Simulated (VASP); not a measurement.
# Mg (P6_3/mmc) in VASP: a series of runs

Runs on Mg. Level: PBEsol. Tasks: single point.

Program: VASP 6.6.1. These are calculated values, not measurements. Logs are shortened: lines on timing, memory, paths and dates and some standing lists are left out, and cuts for length are marked.

**1. The cell of the first run**

The structure is hexagonal, space group P6_3/mmc (No. 194). Conventional cell: a = 3.202 Å, b = 3.202 Å, c = 5.199 Å, α = 90.00°, β = 90.00°, γ = 120.00°. Within 4.2 Å of Mg (site symmetry -6m2) lie 12 Mg at 3.19 to 3.20 Å.

**2. Single point, PBEsol**

INCAR reads:

```
PREC = Accurate
ENCUT = 520
EDIFF = 1E-6
ISMEAR = -1
SIGMA = 0.05
LREAL = F
LASPH = T
NELM = 100
ALGO = Normal
ISIF = 2
LWAVE = F
LCHARG = F
GGA = PS
NBANDS = 9
```

KPOINTS reads:

```
Automatic mesh
0
Gamma
  5 5 3
```

POSCAR reads:

```
Mg
1.0
    3.2016984700      0.0000000000      0.0000000000
   -1.6008492300      2.7727522100      0.0000000000
    0.0000000000      0.0000000000      5.1986000000
Mg
2
Direct
    0.3333333300      0.6666666700      0.2500000000
    0.6666666700      0.3333333300      0.7500000000
```

Potentials or basis: VASP PAW PBE potentials, release 64 (Mg).

On the command line:

```bash
$ cat potpaw_PBE.64/Mg/POTCAR > POTCAR
$ mpirun -np 1 vasp_std > vasp.out
```

OUTCAR:

```text
PREC = Accurate
   ENCUT = 520
   EDIFF = 1E-6
   ISMEAR = -1
   LREAL = F
   LASPH = T
   NELM = 100
   ISIF = 2
   GGA = PS

 ion  position               nearest neighbor table
   1  0.333  0.667  0.250-   2 3.19   2 3.19   2 3.19   2 3.19   2 3.19   2 3.19
   2  0.667  0.333  0.750-   1 3.19   1 3.19   1 3.19   1 3.19   1 3.19   1 3.19

  LATTYP: Found a hexagonal cell.
 ALAT       =     3.2016984700
 C/A-ratio  =     1.6237006853

  Lattice vectors:

 A1 = (   3.2016984700,   0.0000000000,   0.0000000000)
 A2 = (  -1.6008492300,   2.7727522100,   0.0000000000)
 A3 = (   0.0000000000,   0.0000000000,   5.1986000000)

Analysis of symmetry for initial positions (statically):
=====================================================================
 Subroutine PRICEL returns:
 Original cell was already a primitive cell.

 Routine SETGRP: Setting up the symmetry group for a
 hexagonal supercell.

 Subroutine GETGRP returns: Found 24 space group operations
 (whereof 12 operations were pure point group operations)
 out of a pool of 24 trial point group operations.

The static configuration has the point symmetry D_3d.
 The point group associated with its full space group is D_6h.

Analysis of symmetry for dynamics (positions and initial velocities):
=====================================================================
 Subroutine PRICEL returns:
 Original cell was already a primitive cell.

 Routine SETGRP: Setting up the symmetry group for a
 hexagonal supercell.

 Subroutine GETGRP returns: Found 24 space group operations
 (whereof 12 operations were pure point group operations)
 out of a pool of 24 trial point group operations.

The dynamic configuration has the point symmetry D_3d.
 The point group associated with its full space group is D_6h.

 Subroutine INISYM returns: Found 24 space group operations
 (whereof 12 operations are pure point group operations),
 and found     1 'primitive' translations

----------------------------------------------------------------------------------------

                                     Primitive cell

  volume of cell :      46.1507

  direct lattice vectors                    reciprocal lattice vectors
[... 72 lines left out ...]
   EDIFF  = 0.1E-05   stopping-criterion for ELM
   LREAL  =      F    real-space projection
   EDIFFG = 0.1E-04   stopping-criterion for IOM
   NSW    =      0    number of steps for IOM
   IBRION =     -1    ionic relax: 0-MD 1-quasi-New 2-CG
   NFREE  =      0    steps in history (QN), initial steepest desc. (CG)
   ISIF   =      2    stress and relaxation
   ISYM   =      2    0-nonsym 1-usesym 2-fastsym
   POTIM  = 0.5000    time-step for ionic-motion
   TEBEG  =    0.0;   TEEND  =   0.0 temperature during run
   PSTRESS=    0.0 pullay stress
   NELECT =       4.0000    total number of electrons
   NUPDOWN=      -1.0000    fix difference up-down
   EMIN   =  10.00;   EMAX   =-10.00  energy-range for DOS
   EFERMI =   0.00;   METHOD = LEGACY
   ISMEAR =    -1;   SIGMA  =   0.05  broadening in eV -4-tet -1-fermi 0-gaus
   EFERMI_NEDOS =   21; number of points for ismear=-14 and -15
   IALGO  =     38    algorithm
   IMIX   =      4    mixing-type and parameters
     AMIX     =   0.40;   BMIX     =  1.00
     AMIX_MAG =   1.60;   BMIX_MAG =  1.00
  volume/ion in A,a.u.               =      23.08       155.72
  Fermi-wavevector in a.u.,A,eV,Ry     =   0.724495  1.369097  7.141607  0.524893
  Thomas-Fermi vector in A             =   1.814979
   LORBIT       =      0    0 simple, 1 ext, 2 COOP (PROOUT), +10 PAW based schemes
   GGA     = PS    functional components
   LHFCALC =     F    Hartree Fock is set to
   AEXX    =    0.0000 exact exchange contribution
   IVDW    =     0    specifies the selected vdW correction
   LEPSILON=     F    determine dielectric tensor
   LRPA    =     F    only Hartree local field effects (RPA)
 non-spin polarized calculation
  energy-cutoff  :      520.00
  volume of cell :       46.15
 maximum number of plane-waves:      1253
 NGX is ok and might be reduce to    24
   NGX = 11   NGY = 11   NGZ = 19

 number of electron       4.0000000 magnetization

 Free energy of the ion-electron system (eV)
  ---------------------------------------------------
  ext. energy  EPLUGINS =         0.00000000
  ---------------------------------------------------
  free energy    TOTEN  =        -3.51084975 eV

  energy without entropy =       -3.50722040  energy(sigma->0) =       -3.50903507

 E-fermi :   2.4745     XC(G=0):  -8.5168

 val. band max:        2.3938787400   @ k =   0.4000  -0.0000   0.0000
 cond. band min:       3.0380470338   @ k =   0.2000   0.2000   0.0000
 fundamental gap:      0.6441682937
 Fermi energy:         2.4744888380

 k-point     1 :       0.0000    0.0000    0.0000
  band No.  band energies     occupation
      1      -4.3411      2.00000
      2       0.8829      2.00000
      3       1.3327      2.00000
      4      13.4649      0.00000
      5      13.4649      0.00000
      6      13.5702      0.00000
      7      13.5702      0.00000
      8      14.3537      0.00000
      9      15.9533      0.00000
[... 97 lines left out ...]
 k-point    10 :       0.4000    0.2000    0.3333
  band No.  band energies     occupation
      1       1.5331      2.00000
      2       1.5603      2.00000
      3       3.3624      0.00000
      4       3.4047      0.00000
      5       5.4608      0.00000
      6       7.0705      0.00000
      7      10.4073      0.00000
      8      10.6855      0.00000
      9      13.9205      0.00000

------------------------ aborting loop because EDIFF is reached ----------------------------------------

  FORCE on cell =-STRESS in cart. coord.  units (eV):
  Direction    XX          YY          ZZ          XY          YZ          ZX
  --------------------------------------------------------------------------------------
  -------------------------------------------------------------------------------------
  Total       -0.3104484     -0.3104484     -0.1307417     -0.0000000      0.0000000      0.0000000
  in kB      -10.7776000    -10.7776000     -4.5388597     -0.0000000      0.0000000      0.0000000
  external PRESSURE =      -8.6980199 kB  Pullay stress =       0.0000000 kB

 VOLUME and BASIS-vectors are now :
 -----------------------------------------------------------------------------
  energy-cutoff  :      520.00
  volume of cell :       46.15
      direct lattice vectors                 reciprocal lattice vectors
     3.201698470  0.000000000  0.000000000     0.312334222  0.180326246  0.000000000
    -1.600849230  2.772752210  0.000000000     0.000000000  0.360652494  0.000000000
     0.000000000  0.000000000  5.198600000     0.000000000  0.000000000  0.192359481

 POSITION                                       TOTAL-FORCE (eV/Angst)
 -----------------------------------------------------------------------------------
     -0.00000      1.84850      1.29965        -0.000000      0.000000      0.000000
      1.60085      0.92425      3.89895         0.000000     -0.000000      0.000000
 -----------------------------------------------------------------------------------
    total drift:                                0.000000     -0.000000      0.000000

  FREE ENERGIE OF THE ION-ELECTRON SYSTEM (eV)
  ---------------------------------------------------
  free  energy   TOTEN  =        -3.5108497498 eV

  energy  without entropy=       -3.5072203965  energy(sigma->0) =       -3.50903507
```

OSZICAR:

```text
N       E                     dE             d eps       ncg     rms          rms(c)
DAV:   1    -0.307383589886E+00   -0.30738E+00   -0.13189E+03   180   0.312E+02
DAV:   2    -0.350257390118E+01   -0.31952E+01   -0.30365E+01   259   0.294E+01
DAV:   3    -0.353029169581E+01   -0.27718E-01   -0.27708E-01   242   0.233E+00
DAV:   4    -0.353038163207E+01   -0.89936E-04   -0.89933E-04   218   0.131E-01
DAV:   5    -0.353038224114E+01   -0.60907E-06   -0.60916E-06   225   0.106E-02    0.953E-01
DAV:   6    -0.352018889131E+01    0.10193E-01   -0.59514E-04   194   0.157E-01    0.607E-01
DAV:   7    -0.351084506778E+01    0.93438E-02   -0.24672E-03   197   0.286E-01    0.310E-02
DAV:   8    -0.351085020695E+01   -0.51392E-05   -0.18415E-05   244   0.262E-02    0.640E-03
DAV:   9    -0.351084974979E+01    0.45716E-06   -0.95163E-07   202   0.416E-03
   1 F= -.35108497E+01 E0= -.35090351E+01  d E =-.362935E-02
```

Run time: 7.4 s. Hardware: 1 thread of AMD EPYC 7R13, shared host; peak memory 0.12 GiB.

What came out:

| Quantity | Value |
| --- | --- |
| Free energy | -3.5108 eV |
| Pressure | -0.9 GPa |
| Band gap on the k mesh | zero (band 2 reaches 3.04 eV, above the bottom of band 3 at 1.33 eV) |

Stress tensor (GPa, compression positive):
```
-1.08  0.00  0.00
 0.00 -1.08  0.00
 0.00  0.00 -0.45
```

Levels at points of the mesh, in eV from the Fermi level:
| k point | band 1 | band 2 | band 3 | band 4 | band 5 | band 6 | band 7 |
| --- | --- | --- | --- | --- | --- | --- | --- |
| (0.00, 0.00, 0.00) | -6.82 | -1.59 | -1.14 | 10.99 | 10.99 | 11.10 | 11.10 |

Caveat: the k points lie up to 0.45 Å⁻¹ apart; the PAW data sets were made with another functional, which shifts forces and pressure a little.

[end of part 1 of 2]
